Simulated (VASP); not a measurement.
# P (Fm-3m) in VASP: a series of runs

The runs below take P through single point, with PBE.

Everything below comes from runs of VASP 6.6.1. Logs are shortened: lines on timing, memory, paths and dates and some standing lists are left out, and cuts for length are marked.

### Step 1. The cell of the first run

Symmetry: Fm-3m, No. 225, cubic system. The conventional cell has a = 3.671 Å, b = 3.671 Å, c = 3.671 Å, α = 90.00°, β = 90.00°, γ = 90.00°. P (site symmetry m-3m) has 12 P at 2.60 Å within 3.4 Å.

This isn't the form of P at room conditions, which is orthorhombic.

### Step 2. Single point, PBE (12.37 Å³/atom)

Contents of INCAR:

```
SYSTEM = P
PREC = Accurate
ENCUT = 520
EDIFF = 1E-6
ISMEAR = -1
SIGMA = 0.1
LREAL = .False.
LASPH = .True.
NELM = 100
ALGO = Normal
ISIF = 2
LWAVE = .False.
LCHARG = .False.
GGA = PE
NBANDS = 8
```

Contents of KPOINTS:

```
regular mesh
0
Gamma
  18 18 18
  0 0 0
```

Contents of POSCAR:

```
P
1.0
    0.0000000000      1.8356280087      1.8356280087
    1.8356280087      0.0000000000      1.8356280087
    1.8356280087      1.8356280087      0.0000000000
P
1
Direct
    0.0000000000      0.0000000000      0.0000000000
```

Potentials or basis: VASP PAW PBE potentials, release 64 (P).

Command:

```console
> cat potpaw_PBE.64/P/POTCAR > POTCAR
> mpirun -np 1 vasp_std > vasp.out
```

OUTCAR:

```text
SYSTEM = P
   PREC = Accurate
   ENCUT = 520
   EDIFF = 1E-6
   ISMEAR = -1
   LREAL = .False.
   LASPH = .True.
   NELM = 100
   ISIF = 2
   GGA = PE

 ion  position               nearest neighbor table
   1  0.000  0.000  0.000-

  LATTYP: Found a face centered cubic cell.
 ALAT       =     3.6712560174

  Lattice vectors:

 A1 = (   0.0000000000,   1.8356280087,   1.8356280087)
 A2 = (   1.8356280087,   0.0000000000,   1.8356280087)
 A3 = (   1.8356280087,   1.8356280087,   0.0000000000)

Analysis of symmetry for initial positions (statically):
=====================================================================
 Subroutine PRICEL returns:
 Original cell was already a primitive cell.

 Routine SETGRP: Setting up the symmetry group for a
 face centered cubic supercell.

 Subroutine GETGRP returns: Found 48 space group operations
 (whereof 48 operations were pure point group operations)
 out of a pool of 48 trial point group operations.

The static configuration has the point symmetry O_h .

Analysis of symmetry for dynamics (positions and initial velocities):
=====================================================================
 Subroutine PRICEL returns:
 Original cell was already a primitive cell.

 Routine SETGRP: Setting up the symmetry group for a
 face centered cubic supercell.

 Subroutine GETGRP returns: Found 48 space group operations
 (whereof 48 operations were pure point group operations)
 out of a pool of 48 trial point group operations.

The dynamic configuration has the point symmetry O_h .

 Subroutine INISYM returns: Found 48 space group operations
 (whereof 48 operations are pure point group operations),
 and found     1 'primitive' translations

----------------------------------------------------------------------------------------

                                     Primitive cell

  volume of cell :      12.3704

  direct lattice vectors                    reciprocal lattice vectors
     0.000000000  1.835628009  1.835628009    -0.272386343  0.272386343  0.272386343
     1.835628009  0.000000000  1.835628009     0.272386343 -0.272386343  0.272386343
     1.835628009  1.835628009  0.000000000     0.272386343  0.272386343 -0.272386343

  length of vectors
     2.595970025  2.595970025  2.595970025     0.471786985  0.471786985  0.471786985

  position of ions in fractional coordinates (direct lattice)
     0.000000000  0.000000000  0.000000000

  ion indices of the primitive-cell ions
   primitive index   ion index
                 1           1

----------------------------------------------------------------------------------------

 KPOINTS: regular mesh

Automatic generation of k-mesh.
 Grid dimensions read from file:
 generate k-points for:   18   18   18

 Generating k-lattice:

  Cartesian coordinates                     Fractional coordinates (reciprocal lattice)
    -0.015132575  0.015132575  0.015132575     0.055555556  0.000000000  0.000000000
     0.015132575 -0.015132575  0.015132575     0.000000000  0.055555556  0.000000000
     0.015132575  0.015132575 -0.015132575     0.000000000  0.000000000  0.055555556

  Length of vectors
     0.026210388  0.026210388  0.026210388

  Shift w.r.t. Gamma in fractional coordinates (k-lattice)
     0.000000000  0.000000000  0.000000000

 Subroutine IBZKPT returns following result:
 ===========================================

 Found    195 irreducible k-points:

 Following reciprocal coordinates:
            Coordinates               Weight
  0.000000  0.000000  0.000000      1.000000
  0.055556  0.000000  0.000000      8.000000
  0.111111  0.000000  0.000000      8.000000
  0.166667  0.000000  0.000000      8.000000
  0.222222  0.000000  0.000000      8.000000
  0.277778  0.000000  0.000000      8.000000
[... 16 lines left out ...]
 -0.277778  0.055556  0.000000     24.000000
 -0.222222  0.055556  0.000000     24.000000
 [... further k-points ...]
   k-points           NKPTS =    195   k-points in BZ     NKDIM =    195   number of bands    NBANDS=      8
   number of dos      NEDOS =    301   number of ions     NIONS =      1
   total plane-waves  NPLWV =   8000
   dimension x,y,z NGX =    20 NGY =   20 NGZ =   20
   dimension x,y,z NGXF=    40 NGYF=   40 NGZF=   40
   ions per type =               1
   NGX,Y,Z   is equivalent  to a cutoff of  12.81, 12.81, 12.81 a.u.
   NGXF,Y,Z  is equivalent  to a cutoff of  25.62, 25.62, 25.62 a.u.
 SYSTEM =  P
   PREC   = accura    normal or accurate (medium, high low for compatibility)
   ISTART =      0    job   : 0-new  1-cont  2-samecut
   ICHARG =      2    charge: 1-file 2-atom 10-const
   ISPIN  =      1    spin polarized calculation?
   LNONCOLLINEAR =      F non collinear calculations
   LSORBIT =      F    spin-orbit coupling
   LASPH  =      T    aspherical Exc in radial PAW
   ENCUT  =  520.0 eV  38.22 Ry    6.18 a.u.   4.83  4.83  4.83*2*pi/ulx,y,z
   NELM   =    100;   NELMIN=  2; NELMDL= -5     # of ELM steps
   EDIFF  = 0.1E-05   stopping-criterion for ELM
   LREAL  =      F    real-space projection
   EDIFFG = 0.1E-04   stopping-criterion for IOM
   NSW    =      0    number of steps for IOM
   IBRION =     -1    ionic relax: 0-MD 1-quasi-New 2-CG
   NFREE  =      0    steps in history (QN), initial steepest desc. (CG)
   ISIF   =      2    stress and relaxation
   ISYM   =      2    0-nonsym 1-usesym 2-fastsym
   POTIM  = 0.5000    time-step for ionic-motion
   TEBEG  =    0.0;   TEEND  =   0.0 temperature during run
   PSTRESS=    0.0 pullay stress
   NELECT =       5.0000    total number of electrons
   NUPDOWN=      -1.0000    fix difference up-down
   EMIN   =  10.00;   EMAX   =-10.00  energy-range for DOS
   EFERMI =   0.00;   METHOD = LEGACY
   ISMEAR =    -1;   SIGMA  =   0.10  broadening in eV -4-tet -1-fermi 0-gaus
   EFERMI_NEDOS =   21; number of points for ismear=-14 and -15
   IALGO  =     38    algorithm
   IMIX   =      4    mixing-type and parameters
     AMIX     =   0.40;   BMIX     =  1.00
     AMIX_MAG =   1.60;   BMIX_MAG =  1.00
  volume/ion in A,a.u.               =      12.37        83.48
  Fermi-wavevector in a.u.,A,eV,Ry     =   1.210422  2.287366 19.934189  1.465122
  Thomas-Fermi vector in A             =   2.345969
   LORBIT       =      0    0 simple, 1 ext, 2 COOP (PROOUT), +10 PAW based schemes
   GGA     = PE    functional components
   LHFCALC =     F    Hartree Fock is set to
   AEXX    =    0.0000 exact exchange contribution
   IVDW    =     0    specifies the selected vdW correction
   LEPSILON=     F    determine dielectric tensor
   LRPA    =     F    only Hartree local field effects (RPA)
 non-spin polarized calculation
  energy-cutoff  :      520.00
  volume of cell :       12.37
 maximum number of plane-waves:       347
   NGX =  9   NGY =  9   NGZ =  9

 number of electron       5.0000000 magnetization

 Free energy of the ion-electron system (eV)
  ---------------------------------------------------
  ext. energy  EPLUGINS =         0.00000000
  ---------------------------------------------------
  free energy    TOTEN  =        -4.40697656 eV

  energy without entropy =       -4.39277897  energy(sigma->0) =       -4.39987777

 E-fermi :  12.2684     XC(G=0): -12.2078

 val. band max:       12.2528245042   @ k =  -0.3889   0.2222   0.0556
 cond. band min:      12.2902214326   @ k =   0.3889   0.2778   0.1111
 fundamental gap:      0.0373969284
 Fermi energy:        12.2683881680

 k-point     1 :       0.0000    0.0000    0.0000
  band No.  band energies     occupation
      1      -5.8819      2.00000
      2      20.6649      0.00000
      3      20.6649      0.00000
      4      20.6649      0.00000
      5      24.0323      0.00000
      6      24.0323      0.00000
      7      24.0323      0.00000
      8      30.8279      0.00000

 k-point     2 :       0.0556    0.0000    0.0000
  band No.  band energies     occupation
      1      -5.7844      2.00000
      2      19.5890      0.00000
      3      20.4413      0.00000
      4      20.4413      0.00000
      5      24.3542      0.00000
      6      24.3624      0.00000
      7      24.3624      0.00000
      8      30.7853      0.00000

 k-point     3 :       0.1111    0.0000    0.0000
  band No.  band energies     occupation
      1      -5.4919      2.00000
      2      17.4201      0.00000
      3      19.9597      0.00000
      4      19.9597      0.00000
      5      24.6121      0.00000
      6      25.0987      0.00000
      7      25.0987      0.00000
      8      29.9580      0.00000

 k-point     4 :       0.1667    0.0000    0.0000
  band No.  band energies     occupation
      1      -5.0057      2.00000
      2      14.9850      0.00000
      3      19.4513      0.00000
      4      19.4513      0.00000
      5      24.6068      0.00000
      6      25.7055      0.00000
      7      25.7055      0.00000
      8      29.4152      0.00000

 k-point     5 :       0.2222    0.0000    0.0000
  band No.  band energies     occupation
      1      -4.3274      2.00000
      2      12.5340      0.13127
      3      19.0134      0.00000
      4      19.0134      0.00000
      5      24.4962      0.00000
      6      25.5637      0.00000
      7      25.5637      0.00000
      8      29.8833      0.00000
[... 177 lines left out ...]
 k-point    22 :      -0.3333    0.0556    0.0000
  band No.  band energies     occupation
      1      -1.9358      2.00000
      2       7.2826      2.00000
      3      17.0547      0.00000
      4      18.7813      0.00000
      5      23.6721      0.00000
      6      24.0599      0.00000
      7      24.8179      0.00000
      8      31.0290      0.00000

 k-point    23 :      -0.2778    0.0556    0.0000
  band No.  band energies     occupation
      1      -3.0446      2.00000
      2       9.4757      2.00000
      3      17.1605      0.00000
      4      19.1854      0.00000
      5      24.2108      0.00000
      6      24.8290      0.00000
      7      24.9264      0.00000
      8      30.5422      0.00000

 k-point    24 :      -0.2222    0.0556    0.0000
  band No.  band energies     occupation
      1      -3.9731      2.00000
      2      11.8054      1.98068
      3      17.4071      0.00000
      4      19.6201      0.00000
      5      24.8525      0.00000
      6      24.8832      0.00000
      7      25.7983      0.00000
      8      29.0323      0.00000

 [... further k-points ...]

------------------------ aborting loop because EDIFF is reached ----------------------------------------

  FORCE on cell =-STRESS in cart. coord.  units (eV):
  Direction    XX          YY          ZZ          XY          YZ          ZX
  --------------------------------------------------------------------------------------
  -------------------------------------------------------------------------------------
  Total        1.5704850      1.5704850      1.5704850     -0.0000000      0.0000000     -0.0000000
  in kB      203.4044085    203.4044085    203.4044085     -0.0000000      0.0000000     -0.0000000
  external PRESSURE =     203.4044085 kB  Pullay stress =       0.0000000 kB

 VOLUME and BASIS-vectors are now :
 -----------------------------------------------------------------------------
  energy-cutoff  :      520.00
  volume of cell :       12.37
      direct lattice vectors                 reciprocal lattice vectors
     0.000000000  1.835628009  1.835628009    -0.272386343  0.272386343  0.272386343
     1.835628009  0.000000000  1.835628009     0.272386343 -0.272386343  0.272386343
     1.835628009  1.835628009  0.000000000     0.272386343  0.272386343 -0.272386343

 POSITION                                       TOTAL-FORCE (eV/Angst)
 -----------------------------------------------------------------------------------
      0.00000      0.00000      0.00000        -0.000000     -0.000000      0.000000
 -----------------------------------------------------------------------------------
    total drift:                               -0.000000      0.000000      0.000000

  FREE ENERGIE OF THE ION-ELECTRON SYSTEM (eV)
  ---------------------------------------------------
  free  energy   TOTEN  =        -4.4069765648 eV

  energy  without entropy=       -4.3927789677  energy(sigma->0) =       -4.39987777
```

Wall time 7.8 s (1 thread of AMD EPYC 9R45 (Zen 5), shared host); peak memory 0.1 GiB.

What came out:

```yaml
Free_energy: -4.4070 eV
Pressure: 20.3 GPa
Band_gap_on_the_k_mesh: zero (an odd number of electrons rules out a gap without spin polarisation)
```

Caveat: the cell stands under pressure.

(Part 1 of 2 ends here.)
